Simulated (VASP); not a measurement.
# MgH2 (I4/mmm) in VASP: further runs

The runs below take MgH2 through single point, relaxation of cell and atoms, with PBE.

Program: VASP 6.6.1. These are calculated values, not measurements. Logs are shortened: lines on timing, memory, paths and dates and some standing lists are left out, and cuts for length are marked.

**1. The cell of the first run**

The typed cell holds 3 atoms: a = 3.362 Å, b = 3.362 Å, c = 3.362 Å, α = 119.98°, β = 119.98°, γ = 90.04°.

**2. Single point, PBE**

Input file INCAR:

```
  PREC = Accurate
  ENCUT = 520
  EDIFF = 1E-6
  ISMEAR = 0
  SIGMA = 0.1
  LREAL = False
  LASPH = True
  NELM = 60
  ALGO = Normal
  ISIF = 2
  LWAVE = False
  LCHARG = False
  GGA = PE
  NBANDS = 9
```

Input file KPOINTS:

```
Automatic mesh
0
Gamma
  8 8 8
```

Input file POSCAR:

```
MgH2
1.0
   -1.6814749712      1.6814749712      2.3762177144
    1.6814749712     -1.6814749712      2.3762177144
    1.6814749712      1.6814749712     -2.3762177144
Mg H
1 2
Direct
    0.0000000000      0.0000000000      0.0000000000
    0.2500000000      0.7500000000      0.5000000000
    0.7500000000      0.2500000000      0.5000000000
```

Potentials or basis: VASP PAW PBE potentials, release 64 (Mg, H).

Run with:

```
$ cat potpaw_PBE.64/Mg/POTCAR potpaw_PBE.64/H/POTCAR > POTCAR
$ mpirun -np 1 vasp_std > vasp.out
```

OUTCAR:

```text
PREC = Accurate
   ENCUT = 520
   EDIFF = 1E-6
   ISMEAR = 0
   LREAL = False
   LASPH = True
   NELM = 60
   ISIF = 2
   GGA = PE

 ion  position               nearest neighbor table
   1  0.000  0.000  0.000-   3 2.06   2 2.06   2 2.06   3 2.06   2 2.06   3 2.06   3 2.06   2 2.06

   2  0.250  0.750  0.500-   1 2.06   1 2.06   1 2.06   1 2.06
   3  0.750  0.250  0.500-   1 2.06   1 2.06   1 2.06   1 2.06

  LATTYP: Found a body centered tetragonal cell.
 ALAT       =     3.3629499424
 C/A-ratio  =     1.4131745968

  Lattice vectors:

 A1 = (  -1.6814749712,   1.6814749712,   2.3762177144)
 A2 = (   1.6814749712,  -1.6814749712,   2.3762177144)
 A3 = (   1.6814749712,   1.6814749712,  -2.3762177144)

Analysis of symmetry for initial positions (statically):
=====================================================================
 Subroutine PRICEL returns:
 Original cell was already a primitive cell.

 Routine SETGRP: Setting up the symmetry group for a
 body centered tetragonal supercell.

 Subroutine GETGRP returns: Found 16 space group operations
 (whereof 16 operations were pure point group operations)
 out of a pool of 16 trial point group operations.

The static configuration has the point symmetry D_4h.

Analysis of symmetry for dynamics (positions and initial velocities):
=====================================================================
 Subroutine PRICEL returns:
 Original cell was already a primitive cell.

 Routine SETGRP: Setting up the symmetry group for a
 body centered tetragonal supercell.

 Subroutine GETGRP returns: Found 16 space group operations
 (whereof 16 operations were pure point group operations)
 out of a pool of 16 trial point group operations.

The dynamic configuration has the point symmetry D_4h.

 Subroutine INISYM returns: Found 16 space group operations
 (whereof 16 operations are pure point group operations),
 and found     1 'primitive' translations

----------------------------------------------------------------------------------------

                                     Primitive cell

  volume of cell :      26.8737

  direct lattice vectors                    reciprocal lattice vectors
    -1.681474971  1.681474971  2.376217714     0.000000000  0.297357979  0.210418430
     1.681474971 -1.681474971  2.376217714     0.297357979  0.000000000  0.210418430
     1.681474971  1.681474971 -2.376217714     0.297357979  0.297357979  0.000000000

[... 91 lines left out ...]
   ISIF   =      2    stress and relaxation
   ISYM   =      2    0-nonsym 1-usesym 2-fastsym
   POTIM  = 0.5000    time-step for ionic-motion
   TEBEG  =    0.0;   TEEND  =   0.0 temperature during run
   PSTRESS=    0.0 pullay stress
   NELECT =       4.0000    total number of electrons
   NUPDOWN=      -1.0000    fix difference up-down
   EMIN   =  10.00;   EMAX   =-10.00  energy-range for DOS
   EFERMI =   0.00;   METHOD = LEGACY
   ISMEAR =     0;   SIGMA  =   0.10  broadening in eV -4-tet -1-fermi 0-gaus
   EFERMI_NEDOS =   21; number of points for ismear=-14 and -15
   IALGO  =     38    algorithm
   IMIX   =      4    mixing-type and parameters
     AMIX     =   0.40;   BMIX     =  1.00
     AMIX_MAG =   1.60;   BMIX_MAG =  1.00
  volume/ion in A,a.u.               =       8.96        60.45
  Fermi-wavevector in a.u.,A,eV,Ry     =   0.867599  1.639525 10.241492  0.752728
  Thomas-Fermi vector in A             =   1.986157
   LORBIT       =      0    0 simple, 1 ext, 2 COOP (PROOUT), +10 PAW based schemes
   GGA     = PE    functional components
   LHFCALC =     F    Hartree Fock is set to
   AEXX    =    0.0000 exact exchange contribution
   IVDW    =     0    specifies the selected vdW correction
   LEPSILON=     F    determine dielectric tensor
   LRPA    =     F    only Hartree local field effects (RPA)
 non-spin polarized calculation
 Gauss-broadening in eV      SIGMA  =   0.10
  energy-cutoff  :      520.00
  volume of cell :       26.87
 maximum number of plane-waves:       740
 NGX is ok and might be reduce to    28
   NGX = 13   NGY = 13   NGZ = 13

 number of electron       4.0000000 magnetization

 Free energy of the ion-electron system (eV)
  ---------------------------------------------------
  ext. energy  EPLUGINS =         0.00000000
  ---------------------------------------------------
  free energy    TOTEN  =        -8.49737054 eV

  energy without entropy =       -8.49607446  energy(sigma->0) =       -8.49672250

 E-fermi :   3.0929     XC(G=0):  -8.9656

 val. band max:        3.0181792108   @ k =   0.5000   0.5000   0.3750
 cond. band min:       3.1451723143   @ k =  -0.1250  -0.1250   0.1250
 fundamental gap:      0.1269931034
 Fermi energy:         3.0929118335

 k-point     1 :       0.0000    0.0000    0.0000
  band No.  band energies     occupation
      1      -7.0134      2.00000
      2       3.8778      0.00000
      3      12.3146      0.00000
      4      12.3146      0.00000
      5      12.3170      0.00000
      6      14.9072      0.00000
      7      14.9081      0.00000
      8      14.9081      0.00000
      9      15.6325      0.00000
[... 265 lines left out ...]
 k-point    24 :       0.3750    0.1250    0.1250
  band No.  band energies     occupation
      1      -2.2228      2.00000
      2      -2.1725      2.00000
      3       6.1260      0.00000
      4       6.6099      0.00000
      5      11.9292      0.00000
      6      11.9577      0.00000
      7      17.3050      0.00000
      8      17.6373      0.00000
      9      19.1779      0.00000

 [... further k-points ...]

------------------------ aborting loop because EDIFF is reached ----------------------------------------

  FORCE on cell =-STRESS in cart. coord.  units (eV):
  Direction    XX          YY          ZZ          XY          YZ          ZX
  --------------------------------------------------------------------------------------
  -------------------------------------------------------------------------------------
  Total       -0.0709583     -0.0709583     -0.0555544      0.0000000      0.0000000      0.0000000
  in kB       -4.2304489     -4.2304489     -3.3120917      0.0000000      0.0000000      0.0000000
  external PRESSURE =      -3.9243298 kB  Pullay stress =       0.0000000 kB

 VOLUME and BASIS-vectors are now :
 -----------------------------------------------------------------------------
  energy-cutoff  :      520.00
  volume of cell :       26.87
      direct lattice vectors                 reciprocal lattice vectors
    -1.681474971  1.681474971  2.376217714     0.000000000  0.297357979  0.210418430
     1.681474971 -1.681474971  2.376217714     0.297357979  0.000000000  0.210418430
     1.681474971  1.681474971 -2.376217714     0.297357979  0.297357979  0.000000000

 POSITION                                       TOTAL-FORCE (eV/Angst)
 -----------------------------------------------------------------------------------
      0.00000      0.00000      0.00000        -0.000000     -0.000000      0.000000
      1.68147      0.00000      1.18811         0.000000     -0.000000     -0.000000
      0.00000      1.68147      1.18811        -0.000000      0.000000     -0.000000
 -----------------------------------------------------------------------------------
    total drift:                                0.000000     -0.000000      0.000000

  FREE ENERGIE OF THE ION-ELECTRON SYSTEM (eV)
  ---------------------------------------------------
  free  energy   TOTEN  =        -8.4973705391 eV

  energy  without entropy=       -8.4960744619  energy(sigma->0) =       -8.49672250
```

It took 8.2 s on 1 thread of Intel Xeon 6975P-C (Granite Rapids), shared host; peak memory 0.16 GiB.

What came out:

```
Free energy            : -8.4974 eV
Pressure               : -0.4 GPa
Band gap on the k mesh : zero (band 2 reaches 3.88 eV, above the bottom of band 3 at 2.61 eV)
```

Levels at points of the mesh, in eV from the Fermi level:
```csv
k point,band 1,band 2,band 3,band 4,band 5
"(0.00, 0.00, 0.00)",-10.11,0.78,9.22,9.22,9.22
"(0.50, 0.00, 0.00)",-5.85,-5.75,6.67,7.16,8.91
"(0.50, 0.50, 0.00)",-5.86,-2.48,-0.49,4.60,4.61
"(0.50, 0.50, 0.50)",-5.85,-2.49,-0.48,4.60,4.60
```

**3. Single point, PBE**

Input file INCAR:

```
SYSTEM = MgH2
PREC     = Accurate       ! precision mode
ENCUT    = 520            ! plane-wave cutoff, eV
EDIFF    = 1E-6           ! SCF threshold, eV
ISMEAR   = 0              ! smearing method
SIGMA    = 0.1            ! smearing width, eV
LREAL    = .False.        ! projectors in reciprocal space
LASPH    = .True.         ! aspherical terms in the spheres
NELM     = 100            ! most SCF steps
ALGO     = Normal         ! electronic algorithm
ISIF     = 2              ! what is computed and relaxed
LWAVE    = .False.        ! write WAVECAR
LCHARG   = .False.        ! write CHGCAR
GGA      = PE             ! functional
NBANDS   = 9              ! bands
```

Input file KPOINTS:

```
regular mesh
0
Gamma
  14 14 14
  0 0 0
```

Input file POSCAR:

```
MgH2
1.0
   -1.6816708153      1.6816708153      2.3802539274
    1.6816708153     -1.6816708153      2.3802539274
    1.6816708153      1.6816708153     -2.3802539274
Mg H
1 2
Direct
    0.0000000000      0.0000000000      0.0000000000
    0.2500000000      0.7500000000      0.5000000000
    0.7500000000      0.2500000000      0.5000000000
```

Potentials or basis: VASP PAW PBE potentials, release 64 (Mg, H).

Run with:

```
$ cat potpaw_PBE.64/Mg/POTCAR potpaw_PBE.64/H/POTCAR > POTCAR
$ mpirun -np 1 vasp_std > vasp.out
```

It took 24 s on 1 thread of Intel Xeon 6975P-C (Granite Rapids), shared host; peak memory 0.2 GiB.

Results (log left out):

| Property | Result |
| --- | --- |
| Free energy | -8.4986 eV |
| Pressure | -0.4 GPa |
| Band gap on the k mesh | zero (band 2 reaches 3.88 eV, above the bottom of band 3 at 2.60 eV) |

Stress tensor (GPa, compression positive):
```
-0.38  0.00  0.00
 0.00 -0.38  0.00
 0.00  0.00 -0.49
```

Levels at points of the mesh, in eV from the Fermi level:
```csv
k point,band 1,band 2,band 3,band 4,band 5,band 6,band 7
"(0.00, 0.00, 0.00)",-10.03,0.85,9.27,9.27,9.27,11.85,11.85
"(0.50, 0.00, 0.00)",-5.78,-5.68,6.74,7.20,8.97,8.98,9.07
"(0.50, 0.50, 0.00)",-5.78,-2.42,-0.42,4.65,4.65,7.88,16.72
"(0.50, 0.50, 0.50)",-5.79,-2.41,-0.43,4.66,4.66,7.90,16.73
```

**4. Relaxation of cell and atoms, PBE**

Input file INCAR:

```
SYSTEM = MgH2
ALGO     = Normal         ! electronic algorithm
EDIFF    = 1E-6           ! SCF threshold, eV
EDIFFG   = -0.025         ! ionic threshold
ENCUT    = 600            ! plane-wave cutoff, eV
GGA      = PE             ! functional
IBRION   = 2              ! ionic algorithm
ISIF     = 3              ! what is computed and relaxed
ISMEAR   = 0              ! smearing method
LASPH    = .True.         ! aspherical terms in the spheres
LCHARG   = .False.        ! write CHGCAR
LREAL    = .False.        ! projectors in reciprocal space
LWAVE    = .False.        ! write WAVECAR
NELM     = 60             ! most SCF steps
NSW      = 90             ! ionic steps
PREC     = Accurate       ! precision mode
SIGMA    = 0.1            ! smearing width, eV
```

Input file KPOINTS:

```
k-points
0
Gamma
  14 14 14
  0 0 0
```

Input file POSCAR:

```
MgH2
1.0
   -1.6814749712      1.6814749712      2.3762177144
    1.6814749712     -1.6814749712      2.3762177144
    1.6814749712      1.6814749712     -2.3762177144
Mg H
1 2
Direct
    0.0000000000      0.0000000000      0.0000000000
    0.2500000000      0.7500000000      0.5000000000
    0.7500000000      0.2500000000      0.5000000000
```

Potentials or basis: VASP PAW PBE potentials, release 64 (Mg, H).

Run with:

```
$ cat potpaw_PBE.64/Mg/POTCAR potpaw_PBE.64/H/POTCAR > POTCAR
$ mpirun -np 1 vasp_std > vasp.out
```

OUTCAR:

```text
SYSTEM = MgH2
   EDIFF = 1E-6
   EDIFFG = -0.025
   ENCUT = 600
   GGA = PE
   IBRION = 2
   ISIF = 3
   ISMEAR = 0
   LASPH = .True.
   LREAL = .False.
   NELM = 60
   NSW = 90
   PREC = Accurate

 ion  position               nearest neighbor table
   1  0.000  0.000  0.000-   3 2.06   2 2.06   2 2.06   3 2.06   2 2.06   3 2.06   3 2.06   2 2.06

   2  0.250  0.750  0.500-   1 2.06   1 2.06   1 2.06   1 2.06
   3  0.750  0.250  0.500-   1 2.06   1 2.06   1 2.06   1 2.06

[... 415 lines left out ...]
  Direction    XX          YY          ZZ          XY          YZ          ZX
  --------------------------------------------------------------------------------------
  -------------------------------------------------------------------------------------
  Total       -0.0385139     -0.0385139     -0.0220480      0.0000000      0.0000000      0.0000000
  in kB       -2.2961534     -2.2961534     -1.3144765      0.0000000      0.0000000      0.0000000
  external PRESSURE =      -1.9689278 kB  Pullay stress =       0.0000000 kB

 VOLUME and BASIS-vectors are now :
 -----------------------------------------------------------------------------
  energy-cutoff  :      600.00
  volume of cell :       26.87
      direct lattice vectors                 reciprocal lattice vectors
    -1.681474971  1.681474971  2.376217714     0.000000000  0.297357979  0.210418430
     1.681474971 -1.681474971  2.376217714     0.297357979  0.000000000  0.210418430
     1.681474971  1.681474971 -2.376217714     0.297357979  0.297357979  0.000000000

 POSITION                                       TOTAL-FORCE (eV/Angst)
 -----------------------------------------------------------------------------------
      0.00000      0.00000      0.00000         0.000000      0.000000      0.000000
      1.68147      0.00000      1.18811         0.000000      0.000000     -0.000000
      0.00000      1.68147      1.18811        -0.000000     -0.000000      0.000000
 -----------------------------------------------------------------------------------
    total drift:                                0.000000     -0.000000      0.000000

  FREE ENERGIE OF THE ION-ELECTRON SYSTEM (eV)
  ---------------------------------------------------
  free  energy   TOTEN  =        -8.4998740589 eV

  energy  without entropy=       -8.4989685729  energy(sigma->0) =       -8.49942132

 reached required accuracy - stopping structural energy minimisation
```

Run time: 18 s. Hardware: 1 thread of Intel Xeon 6975P-C (Granite Rapids), shared host; peak memory 0.21 GiB.

Results:

```
Free energy             : -8.4999 eV
Pressure after relaxing : -0.2 GPa
Band gap on the k mesh  : zero (band 2 reaches 3.90 eV, above the bottom of band 3 at 2.61 eV)
```

Stress tensor (GPa, compression positive):
```
-0.23  0.00  0.00
 0.00 -0.23  0.00
 0.00  0.00 -0.13
```

Final structure:
```cif
data_structure
_symmetry_space_group_name_H-M 'P 1'
_symmetry_Int_Tables_number 1
_cell_length_a 3.3617
_cell_length_b 3.3617
_cell_length_c 3.3617
_cell_angle_alpha 119.976
_cell_angle_beta 119.976
_cell_angle_gamma 90.042
_cell_volume 26.87
loop_
_atom_site_label
_atom_site_type_symbol
_atom_site_fract_x
_atom_site_fract_y
_atom_site_fract_z
_atom_site_occupancy
Mg1 Mg 0.00000 0.00000 0.00000 1
H1 H 0.25000 0.75000 0.50000 1
H2 H 0.75000 0.25000 0.50000 1
```

Levels at points of the mesh, in eV from the Fermi level:
```
           k point  band 1  band 2  band 3  band 4  band 5  band 6
(0.00, 0.00, 0.00)  -10.04    0.86    9.28    9.28    9.28   11.87
(0.50, 0.00, 0.00)   -5.78   -5.69    6.74    7.22    8.97    8.99
(0.50, 0.50, 0.00)   -5.79   -2.42   -0.43    4.66    4.66    7.90
(0.50, 0.50, 0.50)   -5.78   -2.42   -0.42    4.65    4.65    7.89
```

Caveat: the relaxation stopped at its first step, so nothing moved.

**5. The runs side by side**

```tsv
task	cell	k mesh	cutoff (eV)	gap on the mesh (eV)	pressure (GPa)
single point	a = 3.362 Å, angles 120.0, 120.0, 90.0°, 3 atoms	8 × 8 × 8	520	none	-0.4
single point	a = 3.365 Å, angles 120.0, 120.0, 90.0°, 3 atoms	14 × 14 × 14	520	none	-0.4
relaxation of cell and atoms	relaxed from a = 3.362 Å, angles 120.0, 120.0, 90.0°, 3 atoms	14 × 14 × 14	600	none	-0.2
```

Alike in all rows: level PBE; potentials or basis VASP PAW PBE potentials, release 64 (Mg, H); no spin polarisation; smearing gaussian 0.1 eV.

Caveats: the relaxation stopped at its first step, so nothing moved (some runs).

Total energies depend on the potentials used, so only differences within one code and one set of settings carry meaning.
